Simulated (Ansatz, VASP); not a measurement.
## One calculation of CuSb, two programs

```
CELL_PARAMETERS angstrom
0.00000 2.96629 2.96629
2.96629 0.00000 2.96629
2.96629 2.96629 0.00000
ATOMIC_POSITIONS crystal
Cu 0.00000 0.00000 0.00000
Sb 0.25000 0.25000 0.25000
```

Alike in both runs: task single point; functional r2SCAN; k mesh 10 × 10 × 10; occupations gaussian, width 0.05 eV; no spin polarisation.

|  | VASP | Ansatz |
| --- | --- | --- |
| version | VASP 6.6.1 | Ansatz 0.2.0 |
| potentials or method | VASP PAW PBE potentials, release 64 (Cu, Sb), cutoff 660 eV | scalar-relativistic, plane waves, PAW |
| valence electrons in the cell | 16 | 34 |

|  | VASP | Ansatz | Ansatz less VASP |
| --- | --- | --- | --- |
| gap on the k mesh at the Fermi level (eV) | none | none | - |
| pressure (GPa) | -3.8 | -3.8 | -0.03 |

VASP's potentials were made for PBE, not for r2SCAN. A gap of «none» marks a metal or a gap that the smearing closes. VASP's potentials hold 16 valence electrons a cell and Ansatz's 34, so a difference there can come from the potentials and not from the codes.

Spin-orbit coupling is off throughout.
